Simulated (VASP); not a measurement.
Ti4C: single point with r2SCAN

System: Ti4C, a slab with vacuum.

```
Ti C
1.0
     2.93580    0.00000    0.00000
    -1.46790    2.54247    0.00000
     0.00000    0.00000   25.95429
Ti C
4 1
Direct
  0.66667 0.33333 0.32750
  0.33333 0.66667 0.41681
  0.66667 0.33333 0.50401
  0.33333 0.66667 0.60659
  0.00000 0.00000 0.63857
```

- Program: VASP 6.6.1
- Task: single point
- Functional: r2SCAN
- Potentials or basis: VASP PAW PBE potentials, release 64 (Ti_sv, C)
- Cutoff: 520 eV
- k mesh: 12 × 12 × 1
- Occupations: gaussian, width 0.1 eV
- Spin: no spin polarisation

```json
{"Largest force": "0.366 eV/Å", "Band gap on the k mesh": "zero (bands 26 and 27 overlap by 0.58 eV)"}
```

Forces in eV/Å, atoms in the order of the input:
```
Ti   0.000  0.000  0.326
Ti   0.000  0.000 -0.366
Ti   0.000  0.000  0.033
Ti   0.000  0.000 -0.081
C    0.000  0.000  0.089
```

Levels at points of the mesh, in eV from the Fermi level:
```
           k point  band 23  band 24  band 25  band 26  band 27  band 28  band 29  band 30
(0.00, 0.00, 0.00)    -1.39    -0.57    -0.03     0.47     0.89     0.89     0.94     0.94
(0.50, 0.00, 0.00)    -1.06    -0.50    -0.37     0.03     0.41     1.02     1.02     1.26
```

Wall time 13 min on 1 thread of Intel(R) Xeon(R) Platinum 8488C (Sapphire Rapids), on a shared host, peak memory 0.41 GiB.

Caveat: the PAW data sets were made with another functional, which shifts forces and pressure a little.
